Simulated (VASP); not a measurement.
TaN (rocksalt type):

```
CELL_PARAMETERS angstrom
0.00000 2.15443 2.15443
2.15443 0.00000 2.15443
2.15443 2.15443 0.00000
ATOMIC_POSITIONS crystal
Ta 0.00000 0.00000 0.00000
N 0.50000 0.50000 0.50000
```

```yaml
Program: VASP 6.6.1
Task: relaxation of cell and atoms
Functional: r2SCAN
Potentials_or_basis: VASP PAW PBE potentials, release 64 (Ta_pv, N)
Cutoff: 600 eV
k_mesh: 17 × 17 × 17
Occupations: fermi-dirac, width 0.08 eV
Spin: no spin polarisation
```

At the start: pressure 26.7 GPa; volume 10.00 Å³/atom.

How do energy, volume and symmetry change on relaxing?

Over 16 steps the energy falls by 53.4 meV/atom and the volume is 10.68 Å³/atom (+6.8 %); space group Fm-3m (No. 225, to 0.05 Å).

The path:
| step | energy change (eV) | largest force (eV/Å) | pressure (GPa) | volume (Å³) |
| --- | --- | --- | --- | --- |
| 1 | 0.0000 | 0.0000 | 26.66 | 20.00 |
| 2 | 0.4539 | 0.0000 | -40.16 | 25.21 |
| 3 | -0.1063 | 0.0000 | -1.46 | 21.45 |
| 4 | -0.1068 | 0.0000 | -0.13 | 21.37 |
| 5 | -0.1067 | 0.0000 | 0.33 | 21.34 |
| 6 | -0.1067 | 0.0000 | 0.34 | 21.34 |
| 7 | -0.1067 | 0.0000 | 0.29 | 21.35 |
| 8 | -0.1067 | 0.0000 | 0.28 | 21.35 |
| 9 | -0.1067 | 0.0000 | 0.28 | 21.35 |
| 10 | -0.1067 | 0.0000 | 0.28 | 21.35 |
| 11 | -0.1067 | 0.0000 | 0.28 | 21.35 |
| 12 | -0.1067 | 0.0000 | 0.28 | 21.35 |
| 13 | -0.1067 | 0.0000 | 0.26 | 21.35 |
| 14 | -0.1068 | 0.0000 | 0.23 | 21.35 |
| 15 | -0.1068 | 0.0000 | 0.16 | 21.35 |
| 16 | -0.1068 | 0.0000 | 0.05 | 21.36 |

Final structure:
```yaml
crystal:
  lattice:
    - [0.00000, 2.20221, 2.20221]
    - [2.20221, 0.00000, 2.20221]
    - [2.20221, 2.20221, 0.00000]
  atoms:
    - { symbol: Ta, position: [0.00000, 0.00000, 0.00000] }
    - { symbol: N, position: [0.50000, 0.50000, 0.50000] }
```

Caveat: the PAW data sets were made with another functional, which shifts forces and pressure a little.
